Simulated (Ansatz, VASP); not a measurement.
## One calculation of InSb, two programs

The input INCAR:

```
PREC     = Accurate       # precision mode
ENCUT    = 520            # plane-wave cutoff, eV
EDIFF    = 1E-7           # SCF threshold, eV
ISMEAR   = 0              # smearing method
SIGMA    = 0.15           # smearing width, eV
LREAL    = F              # projectors in reciprocal space
LASPH    = T              # aspherical terms in the spheres
NELM     = 100            # most SCF steps
ALGO     = Normal         # electronic algorithm
ISIF     = 2              # what is computed and relaxed
LWAVE    = F              # write WAVECAR
LCHARG   = T              # write CHGCAR
GGA      = PE             # functional
LELF     = T              # ELF
LVHAR    = T            
NBANDS   = 16             # bands
```

KPOINTS

```
regular mesh
0
Gamma
  12 12 12
```

File POSCAR:

```
InSb
1.0
    0.0000000000      3.2876865000      3.3362730000
    3.2876865000      0.0000000000      3.3362730000
    3.2876865000      3.2876865000      0.0000000000
In Sb
1 1
Direct
    0.0000000000      0.0000000000      0.0000000000
    0.7500000000      0.7500000000      0.7500000000
```

Input for Ansatz:

```yaml
crystal:
  lattice:
    - [0.0, 3.2876865, 3.336273]
    - [3.2876865, 0.0, 3.336273]
    - [3.2876865, 3.2876865, 0.0]
  atoms:
    - { symbol: In, position: [0.0, 0.0, 0.0] }
    - { symbol: Sb, position: [0.75, 0.75, 0.75] }
basis:
  ecutwfc: 420
kpoints:
  mp_grid: { grid: [12, 12, 12] }
hamiltonian:
  xc: pbe
scf:
  occupations: { method: gaussian, width: 0.15 }
output:
  forces: true
  stress: true
  eigenvalues: true
```

Change from the starting cell: strain +0.015 along x and y, +0.030 along z, atoms carried along.

Alike in both runs: task single point; functional PBE; k mesh 12 × 12 × 12; occupations gaussian, width 0.15 eV; no spin polarisation.

```csv
,VASP,Ansatz
version,VASP 6.6.1,Ansatz 0.2.0
potentials or method,"VASP PAW PBE potentials, release 64 (In_d, Sb), cutoff 520 eV","scalar-relativistic, plane waves, PAW"
valence electrons in the cell,18,28
```

|  | VASP | Ansatz | Ansatz less VASP |
| --- | --- | --- | --- |
| gap on the k mesh at the Fermi level (eV) | none | none | - |
| pressure (GPa) | 0.4 | 0.5 | +0.02 |
| traceless stress, the component that is largest in VASP (GPa) | -0.26 | -0.26 | +0.001 |

A gap of «none» marks a metal or a gap that the smearing closes. VASP's potentials hold 18 valence electrons a cell and Ansatz's 28, so a difference there can come from the potentials and not from the codes.

Neither program's run includes spin-orbit coupling.
